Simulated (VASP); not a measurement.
# MnSnO4 (P4/mmm) in VASP: further runs

MnSnO4 is run at these levels: PBE; tasks: single point.

Program: VASP 6.6.1. These are calculated values, not measurements. Logs are shortened: lines on timing, memory, paths and dates and some standing lists are left out, and cuts for length are marked.

### 1 The cell of the first run

Symmetry: P4/mmm, No. 123, tetragonal system. Conventional cell: a = 3.460 Å, b = 3.460 Å, c = 6.241 Å, α = 90.00°, β = 90.00°, γ = 90.00°. Mn (site symmetry 4/mmm) has 6 O at 1.73 to 1.93 Å within 2.3 Å. Sn (site symmetry 4/mmm) has 16 O at 2.72 to 3.57 Å and 4 Sn at 3.46 Å within 3.6 Å. Within 2.6 Å of O (site symmetry 4mm) lie 1 Mn at 1.93 Å and 5 O at 2.38 to 2.59 Å. O (site symmetry mmm) has 2 Mn at 1.73 Å within 2.3 Å.

### 2 Single point, PBE, collinear spin, ferromagnetic start

Input file INCAR:

```
PREC = Accurate
ENCUT = 520
EDIFF = 1E-6
ISMEAR = 0
SIGMA = 0.1
LREAL = F
LASPH = T
NELM = 150
ALGO = Normal
ISIF = 2
LWAVE = F
LCHARG = F
ISPIN = 2
MAGMOM = 4 0 0 0 0 0
LORBIT = 11
LMAXMIX = 4
GGA = PE
NBANDS = 38
```

Input file KPOINTS:

```
Automatic mesh
0
Gamma
  4 4 4
```

Input file POSCAR:

```
MnSnO4
1.0
    3.4597516658      0.0000000000      0.0000000000
    0.0000000000      3.4597516658      0.0000000000
    0.0000000000      0.0000000000      6.2413626773
Mn Sn O
1 1 4
Direct
    0.0000000000      0.0000000000      0.0000000000
    0.5000000000      0.5000000000      0.5000000000
    0.0000000000      0.0000000000      0.6905573189
    0.5000000000      0.0000000000      0.0000000000
    0.0000000000      0.5000000000      0.0000000000
    0.0000000000      0.0000000000      0.3094426811
```

Potentials or basis: VASP PAW PBE potentials, release 64 (Mn_pv, Sn_d, O).

On the command line:

```console
cat potpaw_PBE.64/Mn_pv/POTCAR potpaw_PBE.64/Sn_d/POTCAR potpaw_PBE.64/O/POTCAR > POTCAR
mpirun -np 1 vasp_std > vasp.out
```

OUTCAR:

```text
PREC = Accurate
   ENCUT = 520
   EDIFF = 1E-6
   ISMEAR = 0
   LREAL = F
   LASPH = T
   NELM = 150
   ISIF = 2
   ISPIN = 2
   LORBIT = 11
   GGA = PE

 ion  position               nearest neighbor table
   1  0.000  0.000  0.000-   4 1.73   5 1.73   5 1.73   4 1.73   3 1.93   6 1.93
   2  0.500  0.500  0.500-   3 2.72   6 2.72   3 2.72   6 2.72   3 2.72   6 2.72   3 2.72   6 2.72

   3  0.000  0.000  0.691-   1 1.93   2 2.72   2 2.72   2 2.72   2 2.72
   4  0.500  0.000  0.000-   1 1.73   1 1.73
   5  0.000  0.500  0.000-   1 1.73   1 1.73
   6  0.000  0.000  0.309-   1 1.93   2 2.72   2 2.72   2 2.72   2 2.72

  LATTYP: Found a simple tetragonal cell.
 ALAT       =     3.4597516658
 C/A-ratio  =     1.8039915231

  Lattice vectors:

 A1 = (   3.4597516658,   0.0000000000,   0.0000000000)
 A2 = (   0.0000000000,   3.4597516658,   0.0000000000)
 A3 = (   0.0000000000,   0.0000000000,   6.2413626773)

Analysis of symmetry for initial positions (statically):
=====================================================================
 Subroutine PRICEL returns:
 Original cell was already a primitive cell.

 Routine SETGRP: Setting up the symmetry group for a
 simple tetragonal supercell.

 Subroutine GETGRP returns: Found 16 space group operations
 (whereof 16 operations were pure point group operations)
 out of a pool of 16 trial point group operations.

The static configuration has the point symmetry D_4h.

Analysis of symmetry for dynamics (positions and initial velocities):
=====================================================================
 Subroutine PRICEL returns:
 Original cell was already a primitive cell.

 Routine SETGRP: Setting up the symmetry group for a
 simple tetragonal supercell.

 Subroutine GETGRP returns: Found 16 space group operations
 (whereof 16 operations were pure point group operations)
 out of a pool of 16 trial point group operations.

The dynamic configuration has the point symmetry D_4h.

Analysis of structural, dynamic, and magnetic symmetry:
=====================================================================
 Subroutine PRICEL returns:
 Original cell was already a primitive cell.

 Routine SETGRP: Setting up the symmetry group for a
 simple tetragonal supercell.

 Subroutine GETGRP returns: Found 16 space group operations
 (whereof 16 operations were pure point group operations)
 out of a pool of 16 trial point group operations.

The overall configuration has the point symmetry D_4h.

[... 131 lines left out ...]
 Gauss-broadening in eV      SIGMA  =   0.10
  energy-cutoff  :      520.00
  volume of cell :       74.71
 maximum number of plane-waves:      2047
 NGX is ok and might be reduce to    28
   NGX = 13   NGY = 13   NGZ = 23

 number of electron      50.9999977 magnetization       1.1260391

 Free energy of the ion-electron system (eV)
  ---------------------------------------------------
  ext. energy  EPLUGINS =         0.00000000
  ---------------------------------------------------
  free energy    TOTEN  =       -37.81143941 eV

  energy without entropy =      -37.78635856  energy(sigma->0) =      -37.79889898

 E-fermi :   4.4848     XC(G=0): -10.8406

 val. band max:        4.4846638112   @ k =   0.2500   0.2500   0.0000
 cond. band min:       4.4881112527   @ k =   0.2500   0.0000   0.0000
 fundamental gap:      0.0034474415
 Fermi energy:         4.4848355180

 spin component 1

 k-point     1 :       0.0000    0.0000    0.0000
  band No.  band energies     occupation
      1     -45.9932      1.00000
      2     -45.9932      1.00000
      3     -45.5980      1.00000
      4     -16.5330      1.00000
      5     -16.5311      1.00000
      6     -16.4490      1.00000
[... 709 lines left out ...]
     36      17.0192      0.00000
     37      18.0853      0.00000
 Fermi energy:         4.4848355180

 spin component 2

 k-point     1 :       0.0000    0.0000    0.0000
  band No.  band energies     occupation
      1     -44.7472      1.00000
      2     -44.7472      1.00000
      3     -44.0771      1.00000
      4     -16.5429      1.00000
      5     -16.5408      1.00000
      6     -16.4576      1.00000
[... 709 lines left out ...]
     36      17.0681      0.00000
     37      18.1929      0.00000
 [bands above 37 left out]

------------------------ aborting loop because EDIFF is reached ----------------------------------------

  FORCE on cell =-STRESS in cart. coord.  units (eV):
  Direction    XX          YY          ZZ          XY          YZ          ZX
  --------------------------------------------------------------------------------------
  -------------------------------------------------------------------------------------
  Total        0.3836716      0.3836716      0.1333141      0.0000000      0.0000000      0.0000000
  in kB        8.2281255      8.2281255      2.8590223      0.0000000      0.0000000      0.0000000
  external PRESSURE =       6.4384244 kB  Pullay stress =       0.0000000 kB

 VOLUME and BASIS-vectors are now :
 -----------------------------------------------------------------------------
  energy-cutoff  :      520.00
  volume of cell :       74.71
      direct lattice vectors                 reciprocal lattice vectors
     3.459751666  0.000000000  0.000000000     0.289038086  0.000000000  0.000000000
     0.000000000  3.459751666  0.000000000     0.000000000  0.289038086  0.000000000
     0.000000000  0.000000000  6.241362677     0.000000000  0.000000000  0.160221421

 POSITION                                       TOTAL-FORCE (eV/Angst)
 -----------------------------------------------------------------------------------
      0.00000      0.00000      0.00000        -0.000000      0.000000      0.000000
      1.72988      1.72988      3.12068        -0.000000      0.000000      0.000000
      0.00000      0.00000      4.31002         0.000000      0.000000     -0.077821
      1.72988      0.00000      0.00000        -0.000000      0.000000      0.000000
      0.00000      1.72988      0.00000        -0.000000      0.000000      0.000000
      0.00000      0.00000      1.93134        -0.000000     -0.000000      0.077821
 -----------------------------------------------------------------------------------
    total drift:                                0.000000      0.000000      0.000000

  FREE ENERGIE OF THE ION-ELECTRON SYSTEM (eV)
  ---------------------------------------------------
  free  energy   TOTEN  =       -37.8114394094 eV

  energy  without entropy=      -37.7863585569  energy(sigma->0) =      -37.79889898

 total charge

# of ion       s       p       d       tot
------------------------------------------
    1        0.437   6.666   5.053  12.155
    2        1.369   0.445   9.990  11.804
    3        1.595   3.265   0.000   4.860
    4        1.591   3.425   0.000   5.016
    5        1.591   3.425   0.000   5.016
    6        1.595   3.265   0.000   4.860
--------------------------------------------------
tot          8.178  20.491  15.043  43.712

 magnetization (x)

# of ion       s       p       d       tot
------------------------------------------
    1        0.003   0.007   1.168   1.178
    2       -0.031   0.006   0.001  -0.023
    3        0.001  -0.012   0.000  -0.012
    4       -0.001  -0.026   0.000  -0.028
    5       -0.001  -0.026   0.000  -0.028
    6        0.001  -0.012   0.000  -0.012
--------------------------------------------------
tot         -0.029  -0.063   1.169   1.076
```

Run time: 2.3 min. Hardware: 1 thread of Intel Xeon Platinum 8488C (Sapphire Rapids), shared host; peak memory 0.26 GiB.

Results:

```yaml
Free_energy: -37.8114 eV
Pressure: 0.6 GPa
Largest_force: 0.078 eV/Å
Net_moment: 1.13 μB per cell
Site_moments: Mn +1.18; Sn -0.02; O -0.01, -0.03 (each value once) μB
Valence_electrons_inside_the_program's_atomic_spheres: Mn 12.15; Sn 11.80; O 4.86, 5.02 (each value once)
```

Forces in eV/Å, atoms in the order of the input:
```
Mn   0.000  0.000  0.000
Sn   0.000  0.000  0.000
O    0.000  0.000 -0.078
O    0.000  0.000  0.000
O    0.000  0.000  0.000
O    0.000  0.000  0.078
```

Stress tensor (GPa, compression positive):
```
0.82 0.00 0.00
0.00 0.82 0.00
0.00 0.00 0.29
```

Caveat: the k points lie up to 0.45 Å⁻¹ apart; spin-orbit coupling is left out, which moves the levels of the heavy elements; a cell with one magnetic atom can't hold antiferromagnetic order, which such compounds often take; semilocal functionals often make such compounds metallic where correlation or magnetic order opens a gap, which also shifts bond lengths.

### 3 Single point, PBE, collinear spin, ferromagnetic start

This run uses another cell than the first one, of 17.98 Å³/atom.

Input file INCAR:

```
  PREC = Accurate
  ENCUT = 520
  EDIFF = 1E-6
  ISMEAR = 0
  SIGMA = 0.1
  LREAL = F
  LASPH = T
  NELM = 150
  ALGO = Normal
  ISIF = 2
  LWAVE = F
  LCHARG = F
  ISPIN = 2
  MAGMOM = 4 0 0 0 0 0
  LORBIT = 11
  LMAXMIX = 4
  GGA = PE
  NBANDS = 38
```

Input file KPOINTS:

```
regular mesh
0
Gamma
  4 4 4
```

Input file POSCAR:

```
MnSnO4
1.0
    4.0590000000      0.0000000000      0.0000000000
    0.0000000000      4.0590000000      0.0000000000
    0.0000000000      0.0000000000      6.5494897400
Mn Sn O
1 1 4
Direct
    0.0000000000      0.0000000000      0.0000000000
    0.5000000000      0.5000000000      0.5000000000
    0.0000000000      0.0000000000      0.6869985200
    0.5000000000      0.0000000000      0.0000000000
    0.0000000000      0.5000000000      0.0000000000
    0.0000000000      0.0000000000      0.3130014800
```

Potentials or basis: VASP PAW PBE potentials, release 64 (Mn_pv, Sn_d, O).

On the command line:

```console
cat potpaw_PBE.64/Mn_pv/POTCAR potpaw_PBE.64/Sn_d/POTCAR potpaw_PBE.64/O/POTCAR > POTCAR
mpirun -np 1 vasp_std > vasp.out
```

Wall time 5 min (1 thread of Intel Xeon Platinum 8488C (Sapphire Rapids), shared host); peak memory 0.3 GiB.

It converged, with:

```
Free energy                                           : -34.4403 eV
Pressure                                              : -18.9 GPa
Largest force                                         : 1.139 eV/Å
Band gap on the k mesh                                : zero (filled and empty bands overlap)
Net moment                                            : 1.00 μB per cell
Site moments                                          : Mn +3.04; Sn +0.07; O -0.44, -0.53 (each value once) μB
Valence electrons inside the program's atomic spheres : Mn 11.27; Sn 11.70; O 4.76, 4.81 (each value once)
```

Forces in eV/Å, atoms in the order of the input:
```
Mn   0.000  0.000  0.000
Sn   0.000  0.000  0.000
O    0.000  0.000  1.139
O    0.000  0.000  0.000
O    0.000  0.000  0.000
O    0.000  0.000 -1.139
```

Stress tensor (GPa, compression positive):
```
-20.80   0.00   0.00
  0.00 -20.80   0.00
  0.00   0.00 -15.02
```

Levels at points of the mesh, in eV from the Fermi level:
Spin up:
```
           k point  band 24  band 25  band 26  band 27  band 28  band 29
(0.00, 0.00, 0.00)    -0.41    -0.26    -0.26     0.12     0.12     0.34
(0.50, 0.00, 0.00)    -0.28    -0.24     0.15     0.26     0.39     0.40
(0.50, 0.50, 0.00)    -0.07    -0.03     0.42     0.42     0.47     1.85
(0.00, 0.00, 0.50)    -0.42    -0.33    -0.26    -0.26    -0.16    -0.16
(0.50, 0.00, 0.50)    -0.34    -0.13     0.09     0.12     0.26     0.33
(0.50, 0.50, 0.50)    -0.72    -0.17     0.30     0.30     0.47     2.67
```
Spin down:
| k point | band 21 | band 22 | band 23 | band 24 | band 25 | band 26 | band 27 | band 28 | band 29 | band 30 |
| --- | --- | --- | --- | --- | --- | --- | --- | --- | --- | --- |
| (0.00, 0.00, 0.00) | -1.45 | -1.45 | -1.17 | -1.17 | -0.61 | 1.01 | 1.46 | 1.67 | 1.67 | 2.24 |
| (0.50, 0.00, 0.00) | -1.42 | -1.29 | -0.84 | -0.78 | -0.66 | 1.23 | 1.67 | 1.92 | 1.99 | 2.01 |
| (0.50, 0.50, 0.00) | -2.62 | -0.94 | -0.64 | -0.64 | -0.53 | 2.13 | 2.13 | 2.26 | 2.47 | 2.88 |
| (0.00, 0.00, 0.50) | -1.43 | -1.17 | -1.17 | -0.86 | -0.86 | 1.01 | 1.46 | 1.48 | 1.48 | 1.64 |
| (0.50, 0.00, 0.50) | -1.92 | -1.81 | -1.35 | -0.83 | -0.54 | 1.56 | 1.68 | 1.92 | 2.05 | 2.14 |
| (0.50, 0.50, 0.50) | -1.45 | -1.45 | -1.34 | -1.34 | -0.53 | 1.82 | 1.82 | 2.20 | 2.79 | 3.15 |

Caveat: the k points lie up to 0.39 Å⁻¹ apart, too coarse for converged energies and pressures of a metal; spin-orbit coupling is left out, which moves the levels of the heavy elements; a cell with one magnetic atom can't hold antiferromagnetic order, which such compounds often take; semilocal functionals often make such compounds metallic where correlation or magnetic order opens a gap, which also shifts bond lengths; forces of over 1 eV/Å act on the atoms, so gaps and moduli don't describe the material at rest. With open d or f shells a metallic result of PBE can be an artefact of self-interaction; +U or a hybrid may open a gap.

[end of part 1 of 2]

The gap in the log of VASP goes by the Fermi energy; the results here count the filled bands.